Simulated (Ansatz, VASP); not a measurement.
## AlN: VASP beside Ansatz

```
Al N
1.0
     2.82687    0.00000    0.00000
    -1.41344    2.44814    0.00000
     0.00000    0.00000    4.83377
Al N
2 2
Direct
  0.00000 0.00000 0.00000
  0.00000 0.00000 0.50000
  0.33333 0.66667 0.25000
  0.66667 0.33333 0.75000
```

Alike in both runs: task single point; functional PBE; k mesh 9 × 9 × 4; no spin polarisation.

|  | VASP | Ansatz |
| --- | --- | --- |
| version | VASP 6.6.1 | Ansatz 0.2.0 |
| potentials or method | VASP PAW PBE potentials, release 64 (Al, N) | plane waves, PAW |
| plane-wave cutoff (eV) | 520 | 420 |
| occupations | gaussian, width 0.01 eV | fixed |
| valence electrons in the cell | 16 | 16 |

Ansatz gave:

* gap on the k mesh at the Fermi level (eV): 5.14
* pressure (GPa): 7.8
* traceless stress, the component that is largest in VASP (GPa): 0.88

Problem. What did VASP give for the same quantities?

Solution. gap on the k mesh at the Fermi level (eV): 5.13; pressure (GPa): 7.5; traceless stress, the component that is largest in VASP (GPa): 0.78.
